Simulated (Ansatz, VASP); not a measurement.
This is a calculation of FePt for VASP 6.6.1.

File INCAR:

```
SYSTEM = FePt
ALGO     = Normal         ! electronic algorithm
EDIFF    = 1E-7           ! SCF threshold, eV
EDIFFG   = -0.005         ! ionic threshold
ENCUT    = 600            ! plane-wave cutoff, eV
GGA      = PE             ! functional
IBRION   = 2              ! ionic algorithm
ISIF     = 3              ! what is computed and relaxed
ISMEAR   = -1             ! smearing method
ISPIN    = 2              ! spin polarisation
IVDW     = 12             ! dispersion correction
LASPH    = .True.         ! aspherical terms in the spheres
LCHARG   = .False.        ! write CHGCAR
LMAXMIX  = 4              ! l up to which the mixer works
LORBIT   = 11             ! projections on sites
LREAL    = .False.        ! projectors in reciprocal space
LWAVE    = .False.        ! write WAVECAR
MAGMOM   = 0 3            ! initial moments
NELM     = 150            ! most SCF steps
NSW      = 80             ! ionic steps
PREC     = Accurate       ! precision mode
SIGMA    = 0.05           ! smearing width, eV
```

Contents of KPOINTS:

```
k-points
0
Gamma
  10 10 7
  0 0 0
```

POSCAR

```
FePt
1.0
    2.7235000000      0.0000000000      0.0000000000
    0.0000000000      2.7235000000      0.0000000000
    0.0000000000      0.0000000000      3.7200000000
Pt Fe
1 1
Direct
    0.5000000000      0.5000000000      0.5000000000
    0.0000000000      0.0000000000      0.0000000000
```

Potentials or basis: VASP PAW PBE potentials, release 64 (Pt, Fe).

Command:

```sh
$ cat potpaw_PBE.64/Pt/POTCAR potpaw_PBE.64/Fe/POTCAR > POTCAR
$ mpirun -np 1 vasp_std > vasp.out
```

Task: Translate it to Ansatz 0.2.0. Potentials there: all-electron LAPW, scalar-relativistic.

Result: As run (the cutoff follows the program's own potentials):

The input input.yaml:

```yaml
crystal:
  lattice:
    - [2.7235, 0.0, 0.0]
    - [0.0, 2.7235, 0.0]
    - [0.0, 0.0, 3.72]
  atoms:
    - { symbol: Pt, position: [0.5, 0.5, 0.5] }
    - { symbol: Fe, position: [0.0, 0.0, 0.0], spin: 3.0 }
kpoints:
  mp_grid: { grid: [10, 10, 7] }
scf:
  occupations: { method: fermi_dirac, width: 0.05 }
hamiltonian:
  xc: pbe
  dispersion: d3bj
  pseudopotentials: { kind: all_electron, lapw: { basis_error: 0.001 } }
magnetization:
  spin_polarized: true
output:
  forces: true
  stress: true
relax:
  f_tol: 0.005
  max_steps: 60
  cell: {}
```

Potentials or basis: all-electron LAPW, scalar-relativistic.

The run is started by

```sh
$ ansatz run input.yaml --threads 2 --pin off --max-ram 6144MiB --backend cpu --events-out ev --progress --plain --runs-dir out
```

Both were run:

|  | VASP | Ansatz | Ansatz less VASP |
| --- | --- | --- | --- |
| net moment per atom (μB) | 1.62 | 1.63 | +0.005 |
| size of the moment on the site where the two differ most (μB) | 2.89 | 2.94 | +0.051 |
| relaxed volume (Å³/atom) | 13.57 | 13.60 | +0.026 |
| relaxed length of the cell vector where the two differ most in proportion (Å) | 2.706 | 2.708 | +0.0024 |

Site moments also hang on the region over which each program counts them. Ansatz ran all-electron here, and VASP with PAW potentials.

Neither program's run includes spin-orbit coupling.
